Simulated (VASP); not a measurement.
# CdS (Fm-3m) in VASP: notebook

The runs below take CdS through single point, with PBE, LDA.

Program: VASP 6.6.1. These are calculated values, not measurements. Logs are shortened: lines on timing, memory, paths and dates and some standing lists are left out, and cuts for length are marked.

### 1 The cell of the first run

It takes space group Fm-3m (No. 225, cubic). Conventional cell: a = 5.454 Å, b = 5.454 Å, c = 5.454 Å, α = 90.00°, β = 90.00°, γ = 90.00°. Within 3.6 Å of Cd (site symmetry m-3m) lie 6 S at 2.73 Å. Within 3.6 Å of S (site symmetry m-3m) lie 6 Cd at 2.73 Å.

### 2 Single point, PBE

File INCAR:

```
SYSTEM = CdS
PREC = Accurate
ENCUT = 520
EDIFF = 1E-6
ISMEAR = 0
SIGMA = 0.01
LREAL = .FALSE.
LASPH = .TRUE.
NELM = 100
ALGO = Normal
ISIF = 2
LWAVE = .FALSE.
LCHARG = .TRUE.
GGA = PE
LELF = .TRUE.
LVHAR = .TRUE.
NBANDS = 16
```

File KPOINTS:

```
Automatic mesh
0
G
  4 4 4
  0 0 0
```

File POSCAR:

```
CdS
1.0
    0.0000000000      2.7267765870      2.7267765870
    2.7267765870      0.0000000000      2.7267765870
    2.7267765870      2.7267765870      0.0000000000
Cd S
1 1
Direct
    0.0000000000      0.0000000000      0.0000000000
    0.5000000000      0.5000000000      0.5000000000
```

Potentials or basis: VASP PAW PBE potentials, release 64 (Cd, S).

Launch:

```console
$ cat potpaw_PBE.64/Cd/POTCAR potpaw_PBE.64/S/POTCAR > POTCAR
$ mpirun -np 1 vasp_std > vasp.out
```

OUTCAR:

```text
SYSTEM = CdS
   PREC = Accurate
   ENCUT = 520
   EDIFF = 1E-6
   ISMEAR = 0
   LREAL = .FALSE.
   LASPH = .TRUE.
   NELM = 100
   ISIF = 2
   GGA = PE

 ion  position               nearest neighbor table
   1  0.000  0.000  0.000-   2 2.73   2 2.73   2 2.73   2 2.73   2 2.73   2 2.73
   2  0.500  0.500  0.500-   1 2.73   1 2.73   1 2.73   1 2.73   1 2.73   1 2.73

  LATTYP: Found a face centered cubic cell.
 ALAT       =     5.4535531740

  Lattice vectors:

 A1 = (   0.0000000000,   2.7267765870,   2.7267765870)
 A2 = (   2.7267765870,   0.0000000000,   2.7267765870)
 A3 = (   2.7267765870,   2.7267765870,   0.0000000000)

Analysis of symmetry for initial positions (statically):
=====================================================================
 Subroutine PRICEL returns:
 Original cell was already a primitive cell.

 Routine SETGRP: Setting up the symmetry group for a
 face centered cubic supercell.

 Subroutine GETGRP returns: Found 48 space group operations
 (whereof 48 operations were pure point group operations)
 out of a pool of 48 trial point group operations.

The static configuration has the point symmetry O_h .

Analysis of symmetry for dynamics (positions and initial velocities):
=====================================================================
 Subroutine PRICEL returns:
 Original cell was already a primitive cell.

 Routine SETGRP: Setting up the symmetry group for a
 face centered cubic supercell.

 Subroutine GETGRP returns: Found 48 space group operations
 (whereof 48 operations were pure point group operations)
 out of a pool of 48 trial point group operations.

The dynamic configuration has the point symmetry O_h .

 Subroutine INISYM returns: Found 48 space group operations
 (whereof 48 operations are pure point group operations),
 and found     1 'primitive' translations

----------------------------------------------------------------------------------------

                                     Primitive cell

  volume of cell :      40.5489

  direct lattice vectors                    reciprocal lattice vectors
     0.000000000  2.726776587  2.726776587    -0.183366691  0.183366691  0.183366691
     2.726776587  0.000000000  2.726776587     0.183366691 -0.183366691  0.183366691
     2.726776587  2.726776587  0.000000000     0.183366691  0.183366691 -0.183366691

  length of vectors
     3.856244431  3.856244431  3.856244431     0.317600425  0.317600425  0.317600425

  position of ions in fractional coordinates (direct lattice)
     0.000000000  0.000000000  0.000000000
     0.500000000  0.500000000  0.500000000

  ion indices of the primitive-cell ions
   primitive index   ion index
                 1           1
                 2           2

----------------------------------------------------------------------------------------

 KPOINTS: Automatic mesh

Automatic generation of k-mesh.
 Grid dimensions read from file:
 generate k-points for:    4    4    4

 Generating k-lattice:

  Cartesian coordinates                     Fractional coordinates (reciprocal lattice)
    -0.045841673  0.045841673  0.045841673     0.250000000  0.000000000  0.000000000
     0.045841673 -0.045841673  0.045841673     0.000000000  0.250000000  0.000000000
     0.045841673  0.045841673 -0.045841673     0.000000000  0.000000000  0.250000000

  Length of vectors
     0.079400106  0.079400106  0.079400106

  Shift w.r.t. Gamma in fractional coordinates (k-lattice)
     0.000000000  0.000000000  0.000000000

 Subroutine IBZKPT returns following result:
 ===========================================

 Found      8 irreducible k-points:

 Following reciprocal coordinates:
            Coordinates               Weight
  0.000000  0.000000  0.000000      1.000000
  0.250000  0.000000  0.000000      8.000000
  0.500000  0.000000  0.000000      4.000000
  0.250000  0.250000  0.000000      6.000000
  0.500000  0.250000  0.000000     24.000000
 -0.250000  0.250000  0.000000     12.000000
  0.500000  0.500000  0.000000      3.000000
 -0.250000  0.500000  0.250000      6.000000
   k-points           NKPTS =      8   k-points in BZ     NKDIM =      8   number of bands    NBANDS=     16
   number of dos      NEDOS =    301   number of ions     NIONS =      2
   total plane-waves  NPLWV =  27000
   dimension x,y,z NGX =    30 NGY =   30 NGZ =   30
   dimension x,y,z NGXF=    60 NGYF=   60 NGZF=   60
   ions per type =               1   1
   NGX,Y,Z   is equivalent  to a cutoff of  12.93, 12.93, 12.93 a.u.
   NGXF,Y,Z  is equivalent  to a cutoff of  25.87, 25.87, 25.87 a.u.
 SYSTEM =  CdS
   PREC   = accura    normal or accurate (medium, high low for compatibility)
   ISTART =      0    job   : 0-new  1-cont  2-samecut
   ICHARG =      2    charge: 1-file 2-atom 10-const
   ISPIN  =      1    spin polarized calculation?
   LNONCOLLINEAR =      F non collinear calculations
   LSORBIT =      F    spin-orbit coupling
   LASPH  =      T    aspherical Exc in radial PAW
   ENCUT  =  520.0 eV  38.22 Ry    6.18 a.u.   7.17  7.17  7.17*2*pi/ulx,y,z
   NELM   =    100;   NELMIN=  2; NELMDL= -5     # of ELM steps
   EDIFF  = 0.1E-05   stopping-criterion for ELM
   LREAL  =      F    real-space projection
   EDIFFG = 0.1E-04   stopping-criterion for IOM
   NSW    =      0    number of steps for IOM
   IBRION =     -1    ionic relax: 0-MD 1-quasi-New 2-CG
   NFREE  =      0    steps in history (QN), initial steepest desc. (CG)
   ISIF   =      2    stress and relaxation
   ISYM   =      2    0-nonsym 1-usesym 2-fastsym
   POTIM  = 0.5000    time-step for ionic-motion
   TEBEG  =    0.0;   TEEND  =   0.0 temperature during run
   PSTRESS=    0.0 pullay stress
   NELECT =      18.0000    total number of electrons
   NUPDOWN=      -1.0000    fix difference up-down
   EMIN   =  10.00;   EMAX   =-10.00  energy-range for DOS
   EFERMI =   0.00;   METHOD = LEGACY
   ISMEAR =     0;   SIGMA  =   0.01  broadening in eV -4-tet -1-fermi 0-gaus
   EFERMI_NEDOS =   21; number of points for ismear=-14 and -15
   IALGO  =     38    algorithm
   IMIX   =      4    mixing-type and parameters
     AMIX     =   0.40;   BMIX     =  1.00
     AMIX_MAG =   1.60;   BMIX_MAG =  1.00
  volume/ion in A,a.u.               =      20.27       136.82
  Fermi-wavevector in a.u.,A,eV,Ry     =   1.248838  2.359962 21.219597  1.559596
  Thomas-Fermi vector in A             =   2.382906
   LORBIT       =      0    0 simple, 1 ext, 2 COOP (PROOUT), +10 PAW based schemes
   GGA     = PE    functional components
   LHFCALC =     F    Hartree Fock is set to
   AEXX    =    0.0000 exact exchange contribution
   IVDW    =     0    specifies the selected vdW correction
   LEPSILON=     F    determine dielectric tensor
   LRPA    =     F    only Hartree local field effects (RPA)
 non-spin polarized calculation
 Gauss-broadening in eV      SIGMA  =   0.01
  energy-cutoff  :      520.00
  volume of cell :       40.55
 maximum number of plane-waves:      1106
 NGX is ok and might be reduce to    30
   NGX = 15   NGY = 15   NGZ = 15

 number of electron      18.0000003 magnetization

 Free energy of the ion-electron system (eV)
  ---------------------------------------------------
  ext. energy  EPLUGINS =         0.00000000
  ---------------------------------------------------
  free energy    TOTEN  =        -5.78892146 eV

  energy without entropy =       -5.78892146  energy(sigma->0) =       -5.78892146

 E-fermi :   3.1082     XC(G=0): -10.4373

 val. band max:        3.0425220311   @ k =   0.5000   0.0000   0.0000
 cond. band min:       3.2503025660   @ k =   0.5000   0.5000   0.0000
 fundamental gap:      0.2077805349
 Fermi energy:         3.1081980153

 k-point     1 :       0.0000    0.0000    0.0000
  band No.  band energies     occupation
      1      -9.8178      2.00000
      2      -4.6577      2.00000
      3      -4.6577      2.00000
      4      -4.6577      2.00000
      5      -4.6556      2.00000
      6      -4.6556      2.00000
      7       2.2882      2.00000
      8       2.2882      2.00000
      9       2.2882      2.00000
     10       3.9794      0.00000
     11      12.2519      0.00000
     12      12.2519      0.00000
     13      12.2519      0.00000
     14      14.3439      0.00000
     15      14.5074      0.00000
     16      14.5074      0.00000

 k-point     2 :       0.2500    0.0000    0.0000
  band No.  band energies     occupation
      1      -9.3122      2.00000
      2      -4.8162      2.00000
      3      -4.8162      2.00000
      4      -4.7301      2.00000
      5      -4.5535      2.00000
      6      -4.5535      2.00000
      7      -0.3871      2.00000
      8       2.6377      2.00000
      9       2.6377      2.00000
     10       6.3867      0.00000
     11       9.8906      0.00000
     12      10.4991      0.00000
     13      10.4991      0.00000
     14      13.8800      0.00000
     15      13.8800      0.00000
     16      13.9359      0.00000

 k-point     3 :       0.5000    0.0000    0.0000
  band No.  band energies     occupation
      1      -8.6484      2.00000
      2      -4.9664      2.00000
      3      -4.9664      2.00000
      4      -4.9236      2.00000
      5      -4.4465      2.00000
      6      -4.4465      2.00000
      7      -1.8774      2.00000
      8       3.0425      2.00000
      9       3.0425      2.00000
     10       6.5271      0.00000
     11       8.9132      0.00000
     12       8.9132      0.00000
     13       9.9266      0.00000
     14      15.3501      0.00000
     15      16.0454      0.00000
     16      16.0454      0.00000

 k-point     4 :       0.2500    0.2500    0.0000
  band No.  band energies     occupation
      1      -9.2513      2.00000
      2      -4.7986      2.00000
      3      -4.7386      2.00000
      4      -4.5996      2.00000
      5      -4.5429      2.00000
      6      -4.5429      2.00000
      7       0.3246      2.00000
      8       1.6170      2.00000
      9       1.6170      2.00000
     10       6.1032      0.00000
     11       9.6519      0.00000
     12       9.9887      0.00000
     13      12.3067      0.00000
     14      12.3067      0.00000
     15      16.0566      0.00000
     16      17.7702      0.00000

 k-point     5 :       0.5000    0.2500    0.0000
  band No.  band energies     occupation
      1      -8.7876      2.00000
      2      -4.7728      2.00000
      3      -4.7643      2.00000
      4      -4.6234      2.00000
      5      -4.4222      2.00000
      6      -4.3094      2.00000
      7      -1.2420      2.00000
      8       1.0039      2.00000
      9       1.8136      2.00000
     10       5.6538      0.00000
     11       9.2352      0.00000
     12      11.0737      0.00000
     13      11.2343      0.00000
     14      14.0660      0.00000
     15      16.6454      0.00000
     16      18.0250      0.00000

 k-point     6 :      -0.2500    0.2500    0.0000
  band No.  band energies     occupation
      1      -8.8399      2.00000
      2      -4.9035      2.00000
      3      -4.8544      2.00000
      4      -4.6834      2.00000
      5      -4.5069      2.00000
      6      -4.3696      2.00000
      7      -0.9112      2.00000
      8       0.6877      2.00000
      9       2.8957      2.00000
     10       7.4526      0.00000
     11       8.5438      0.00000
     12       9.7998      0.00000
     13      10.3208      0.00000
     14      13.8724      0.00000
     15      16.7459      0.00000
     16      17.4622      0.00000

 k-point     7 :       0.5000    0.5000    0.0000
  band No.  band energies     occupation
      1      -8.9015      2.00000
      2      -4.8194      2.00000
      3      -4.5433      2.00000
      4      -4.3794      2.00000
      5      -4.3794      2.00000
      6      -3.6643      2.00000
      7      -1.2709      2.00000
      8       0.8668      2.00000
      9       0.8668      2.00000
     10       3.2503      0.00000
     11       9.0412      0.00000
     12      12.9674      0.00000
     13      14.3649      0.00000
     14      14.3649      0.00000
     15      17.4956      0.00000
     16      17.7094      0.00000

 k-point     8 :      -0.2500    0.5000    0.2500
  band No.  band energies     occupation
      1      -8.7427      2.00000
      2      -4.7981      2.00000
      3      -4.6560      2.00000
      4      -4.6560      2.00000
      5      -4.3793      2.00000
      6      -3.8573      2.00000
      7      -0.2202      2.00000
      8      -0.2202      2.00000
      9       0.1288      2.00000
     10       6.4689      0.00000
     11       9.7611      0.00000
     12      10.7169      0.00000
     13      10.7169      0.00000
     14      16.0681      0.00000
     15      16.0681      0.00000
     16      17.6958      0.00000

------------------------ aborting loop because EDIFF is reached ----------------------------------------

  FORCE on cell =-STRESS in cart. coord.  units (eV):
  Direction    XX          YY          ZZ          XY          YZ          ZX
  --------------------------------------------------------------------------------------
  -------------------------------------------------------------------------------------
  Total        0.6460068      0.6460068      0.6460068     -0.0000000     -0.0000000      0.0000000
  in kB       25.5251913     25.5251913     25.5251913     -0.0000000     -0.0000000      0.0000000
  external PRESSURE =      25.5251913 kB  Pullay stress =       0.0000000 kB

 VOLUME and BASIS-vectors are now :
 -----------------------------------------------------------------------------
  energy-cutoff  :      520.00
  volume of cell :       40.55
      direct lattice vectors                 reciprocal lattice vectors
     0.000000000  2.726776587  2.726776587    -0.183366691  0.183366691  0.183366691
     2.726776587  0.000000000  2.726776587     0.183366691 -0.183366691  0.183366691
     2.726776587  2.726776587  0.000000000     0.183366691  0.183366691 -0.183366691

 POSITION                                       TOTAL-FORCE (eV/Angst)
 -----------------------------------------------------------------------------------
      0.00000      0.00000      0.00000         0.000000      0.000000      0.000000
      2.72678      2.72678      2.72678        -0.000000      0.000000     -0.000000
 -----------------------------------------------------------------------------------
    total drift:                               -0.000000      0.000000      0.000000

  FREE ENERGIE OF THE ION-ELECTRON SYSTEM (eV)
  ---------------------------------------------------
  free  energy   TOTEN  =        -5.7889214592 eV

  energy  without entropy=       -5.7889214592  energy(sigma->0) =       -5.78892146
```

Run time: 8.1 s. Hardware: 1 thread of Intel Xeon Platinum 8375C at 2.90GHz (Ice Lake), shared host; peak memory 0.16 GiB.

What came out:

```
Free energy            : -5.7889 eV
Pressure               : 2.6 GPa
Band gap on the k mesh : 0.21 eV, indirect (least direct gap 1.69 eV)
```

Caveat: the k points lie up to 0.50 Å⁻¹ apart. A k mesh can miss the band edges.

[end of part 1 of 2]
